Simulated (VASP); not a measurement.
# MgB2 (P6/mmm) in VASP: notebook, part 2 of 2

VASP 6.6.1. Earlier steps stand in the parts before.

## 3. Single point, PBEsol

Contents of INCAR:

```
SYSTEM = MgB2
PREC = Accurate
ENCUT = 520
EDIFF = 1E-7
ISMEAR = -1
SIGMA = 0.05
LREAL = .FALSE.
LASPH = .TRUE.
NELM = 60
ALGO = Normal
ISIF = 2
LWAVE = .FALSE.
LCHARG = .TRUE.
GGA = PS
LELF = .TRUE.
LVHAR = .TRUE.
NBANDS = 11
```

Contents of KPOINTS:

```
Automatic mesh
0
G
  12 12 8
  0 0 0
```

Contents of POSCAR:

```
MgB2
1.0
    3.0677593167      0.0000000000      0.0000000000
   -1.5338796583      2.6567575009      0.0000000000
    0.0000000000      0.0000000000      3.4853583606
Mg B
1 2
Direct
    0.0000000000      0.0000000000      0.0000000000
    0.3333333333      0.6666666667      0.5000000000
    0.6666666667      0.3333333333      0.5000000000
```

Potentials or basis: VASP PAW PBE potentials, release 64 (Mg, B).

Command:

```bash
cat potpaw_PBE.64/Mg/POTCAR potpaw_PBE.64/B/POTCAR > POTCAR
mpirun -np 1 vasp_std > vasp.out
```

OUTCAR:

```text
SYSTEM = MgB2
   PREC = Accurate
   ENCUT = 520
   EDIFF = 1E-7
   ISMEAR = -1
   LREAL = .FALSE.
   LASPH = .TRUE.
   NELM = 60
   ISIF = 2
   GGA = PS

 ion  position               nearest neighbor table
   1  0.000  0.000  0.000-   2 2.48   3 2.48   2 2.48   3 2.48   2 2.48   2 2.48   3 2.48   3 2.48
                             3 2.48   3 2.48   2 2.48   2 2.48
   2  0.333  0.667  0.500-   3 1.77   3 1.77   3 1.77   1 2.48   1 2.48   1 2.48   1 2.48   1 2.48
                             1 2.48
   3  0.667  0.333  0.500-   2 1.77   2 1.77   2 1.77   1 2.48   1 2.48   1 2.48   1 2.48   1 2.48
                             1 2.48

  LATTYP: Found a hexagonal cell.
 ALAT       =     3.0677593167
 C/A-ratio  =     1.1361251000

  Lattice vectors:

 A1 = (   3.0677593167,   0.0000000000,   0.0000000000)
 A2 = (  -1.5338796583,   2.6567575009,   0.0000000000)
 A3 = (   0.0000000000,   0.0000000000,   3.4853583606)

Analysis of symmetry for initial positions (statically):
=====================================================================
 Subroutine PRICEL returns:
 Original cell was already a primitive cell.

 Routine SETGRP: Setting up the symmetry group for a
 hexagonal supercell.

 Subroutine GETGRP returns: Found 24 space group operations
[... 184 lines left out ...]
      9      15.4626      0.00000
     10      18.0845      0.00000
     11      21.6591      0.00000
[... 309 lines left out ...]
 k-point    24 :       0.3333    0.0000    0.1250
  band No.  band energies     occupation
      1      -5.1281      2.00000
      2       0.3070      2.00000
      3       3.3327      2.00000
      4       3.6446      2.00000
      5       9.1563      0.00000
      6      10.0882      0.00000
      7      11.0378      0.00000
      8      15.1322      0.00000
      9      17.3322      0.00000
     10      18.1039      0.00000
     11      18.1185      0.00000

 [... further k-points ...]

------------------------ aborting loop because EDIFF is reached ----------------------------------------

  FORCE on cell =-STRESS in cart. coord.  units (eV):
  Direction    XX          YY          ZZ          XY          YZ          ZX
  --------------------------------------------------------------------------------------
  -------------------------------------------------------------------------------------
  Total        0.0090764      0.0090764     -0.0277831      0.0000000      0.0000000      0.0000000
  in kB        0.5119208      0.5119208     -1.5670042      0.0000000      0.0000000      0.0000000
  external PRESSURE =      -0.1810542 kB  Pullay stress =       0.0000000 kB

 VOLUME and BASIS-vectors are now :
 -----------------------------------------------------------------------------
  energy-cutoff  :      520.00
  volume of cell :       28.41
      direct lattice vectors                 reciprocal lattice vectors
     3.067759317  0.000000000  0.000000000     0.325970813  0.188199337  0.000000000
    -1.533879658  2.656757501  0.000000000     0.000000000  0.376398674  0.000000000
     0.000000000  0.000000000  3.485358361     0.000000000  0.000000000  0.286914543

 POSITION                                       TOTAL-FORCE (eV/Angst)
 -----------------------------------------------------------------------------------
      0.00000      0.00000      0.00000         0.000000      0.000000      0.000000
     -0.00000      1.77117      1.74268         0.000000      0.000000     -0.000000
      1.53388      0.88559      1.74268        -0.000000     -0.000000      0.000000
 -----------------------------------------------------------------------------------
    total drift:                                0.000000     -0.000000      0.000000

  FREE ENERGIE OF THE ION-ELECTRON SYSTEM (eV)
  ---------------------------------------------------
  free  energy   TOTEN  =       -16.2250450136 eV

  energy  without entropy=      -16.2188638890  energy(sigma->0) =      -16.22195445
```

stdout:

```text
POSCAR found type information on POSCAR MgB
 POSCAR found :  2 types and       3 ions
 scaLAPACK will be used
 -----------------------------------------------------------------------------
|                                                                             |
|                                                                             |
|     You enforced a specific xc type in the INCAR file but a different       |
|     I HOPE YOU KNOW WHAT YOU ARE DOING!                                     |
|                                                                             |
 -----------------------------------------------------------------------------

 LDA part: xc-table for (Slater+PW92), standard interpolation
 POSCAR, INCAR and KPOINTS ok, starting setup
 FFT: planning ... GRIDC
 FFT: planning ... GRID_SOFT
 FFT: planning ... GRID
 WAVECAR not read
 entering main loop
```

Run time: 32 s. Hardware: 1 thread of AMD EPYC 7R43 (Zen 3), shared host; peak memory 0.12 GiB.

Results:

| Quantity | Value |
| --- | --- |
| Free energy | -16.2250 eV |
| Pressure | 0.0 GPa |
| Band gap on the k mesh | zero (bands 4 and 5 overlap by 3.92 eV) |

Levels at points of the mesh, in eV from the Fermi level:
| k point | band 1 | band 2 | band 3 | band 4 | band 5 | band 6 | band 7 | band 8 | band 9 |
| --- | --- | --- | --- | --- | --- | --- | --- | --- | --- |
| (0.00, 0.00, 0.00) | -12.55 | -2.95 | 0.35 | 0.35 | 1.74 | 6.30 | 6.30 | 8.25 | 10.09 |
| (0.50, 0.00, 0.00) | -8.60 | -7.95 | -2.23 | 0.22 | 3.13 | 3.83 | 5.45 | 7.31 | 12.74 |
| (0.00, 0.00, 0.50) | -11.22 | -7.55 | 0.75 | 0.75 | 6.63 | 6.63 | 8.00 | 10.14 | 10.25 |
| (0.50, 0.00, 0.50) | -7.58 | -7.00 | -3.66 | -1.92 | -1.36 | 5.77 | 8.88 | 8.95 | 13.34 |

Caveat: the PAW data sets were made with another functional, which shifts forces and pressure a little.

## 4. Relaxation of cell and atoms, PBEsol

This run uses another cell than the first one, of 9.68 Å³/atom.

Contents of INCAR:

```
PREC = Accurate
ENCUT = 600
EDIFF = 1E-6
ISMEAR = -1
SIGMA = 0.05
LREAL = F
LASPH = T
NELM = 80
ALGO = Normal
ISIF = 3
LWAVE = F
LCHARG = F
GGA = PS
IBRION = 2
NSW = 100
EDIFFG = -0.002
```

Contents of KPOINTS:

```
Automatic mesh
0
Gamma
  12 12 8
```

Contents of POSCAR:

```
MgB2
1.0
    3.0850000000      0.0000000000      0.0000000000
   -1.5425000000      2.6716883707      0.0000000000
    0.0000000000      0.0000000000      3.5230000000
Mg B
1 2
Direct
    0.0000000000      0.0000000000      0.0000000000
    0.3333333333      0.6666666667      0.5000000000
    0.6666666667      0.3333333333      0.5000000000
```

Command:

```bash
cat potpaw_PBE.64/Mg/POTCAR potpaw_PBE.64/B/POTCAR > POTCAR
mpirun -np 1 vasp_std > vasp.out
```

Wall time 64 s (1 thread of AMD EPYC 7R43 (Zen 3), shared host); peak memory 0.15 GiB.

Results (log left out):

```
Free energy                           : -16.2274 eV
Relaxed volume                        : 9.46 Å³/atom
Relaxed cell                          : a = 3.068 Å, b = 3.068 Å, c = 3.482 Å, α = 90.00°, β = 90.00°, γ = 120.00°
Space group after relaxing (to 0.1 Å) : P6/mmm (No. 191)
Energy gained by relaxing             : 2.2 meV/atom
Ionic steps                           : 5
Pressure after relaxing               : 0.0 GPa
Band gap on the k mesh                : zero (bands 4 and 5 overlap by 3.93 eV)
```

The path:
| step | energy change (eV) | largest force (eV/Å) | pressure (GPa) | volume (Å³) |
| --- | --- | --- | --- | --- |
| 1 | 0.0000 | 0.0000 | -3.14 | 29.04 |
| 2 | -0.0054 | 0.0000 | 1.07 | 28.25 |
| 3 | -0.0060 | 0.0000 | 0.02 | 28.43 |
| 4 | -0.0064 | 0.0000 | 0.01 | 28.41 |
| 5 | -0.0065 | 0.0000 | 0.00 | 28.39 |

Final structure:
```xyz
3
Lattice="3.0683 0.0000 0.0000 -1.5341 2.6572 0.0000 0.0000 0.0000 3.4825" Properties=species:S:1:pos:R:3 pbc="T T T"
Mg    0.0000    0.0000    0.0000
B     0.0000    1.7715    1.7412
B     1.5341    0.8857    1.7412
```

Levels at points of the mesh, in eV from the Fermi level:
```tsv
k point	band 1	band 2	band 3	band 4	band 5	band 6	band 7	band 8
(0.00, 0.00, 0.00)	-12.55	-2.94	0.35	0.35	1.76	6.30	6.30	8.24
(0.50, 0.00, 0.00)	-8.61	-7.95	-2.23	0.23	3.14	3.82	5.47	7.33
(0.00, 0.00, 0.50)	-11.22	-7.55	0.75	0.75	6.63	6.63	7.99	10.28
(0.50, 0.00, 0.50)	-7.58	-7.00	-3.66	-1.93	-1.36	5.77	8.88	8.95
```

Caveat: the PAW data sets were made with another functional, which shifts forces and pressure a little.
